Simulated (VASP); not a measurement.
Wanted: the native input for a VASP 6.6.1 run.

```yaml
Task: single point
Functional: LDA
Potentials_or_basis: VASP PAW LDA potentials, release 64 (Hf_pv, N)
Cutoff: 520 eV
k_mesh: 8 × 8 × 12
Occupations: gaussian, width 0.15 eV
Spin: no spin polarisation
Dipole_correction: no
Further_INCAR_settings: ALGO = Normal; EDIFF = 1e-07; NBANDS = 34
```

The structure of Hf2N lies in POSCAR:

```
Hf2N
1.0
    4.8845074885      0.0000000000      0.0000000000
    0.0000000000      5.2521585898      0.0000000000
    0.0000000000      0.0000000000      3.2005839592
Hf N
4 2
Direct
    0.2816036895      0.3092031779      0.0000000000
    0.7183963105      0.6907968221      0.0000000000
    0.7816036895      0.1907968221      0.5000000000
    0.2183963105      0.8092031779      0.5000000000
    0.0000000000      0.0000000000      0.0000000000
    0.5000000000      0.5000000000      0.5000000000
```

This cell differs from its parent crystal: mode 4 frozen in at -0.102 Å, normal strain along x -0.0700.

These files were run (other wordings do the same):

INCAR

```
SYSTEM = Hf2N
PREC = Accurate
ENCUT = 520
EDIFF = 1E-7
ISMEAR = 0
SIGMA = 0.15
LREAL = .False.
LASPH = .True.
NELM = 80
ALGO = Normal
ISIF = 2
LWAVE = .False.
LCHARG = .True.
LELF = .True.
LVHAR = .True.
NBANDS = 34
```

KPOINTS

```
Automatic mesh
0
Gamma
  8 8 12
  0 0 0
```

Potentials or basis: VASP PAW LDA potentials, release 64 (Hf_pv, N).

Command:

```bash
$ cat potpaw_LDA.64/Hf_pv/POTCAR potpaw_LDA.64/N/POTCAR > POTCAR
$ mpirun -np 1 vasp_std > vasp.out
```

Results of the run:

```
Pressure               : 17.8 GPa
Largest force          : 0.302 eV/Å
Band gap on the k mesh : zero (band 25 reaches 8.29 eV, above the bottom of band 26 at 5.52 eV)
```

Caveat: the cell differs from its parent crystal (mode 4 frozen in at -0.102 Å, normal strain along x -0.0700); spin-orbit coupling is left out, which moves the levels of the heavy elements.

It took 3 min on 1 thread of Intel(R) Xeon(R) Platinum 8488C (Sapphire Rapids), on a shared host, peak memory 0.44 GiB.
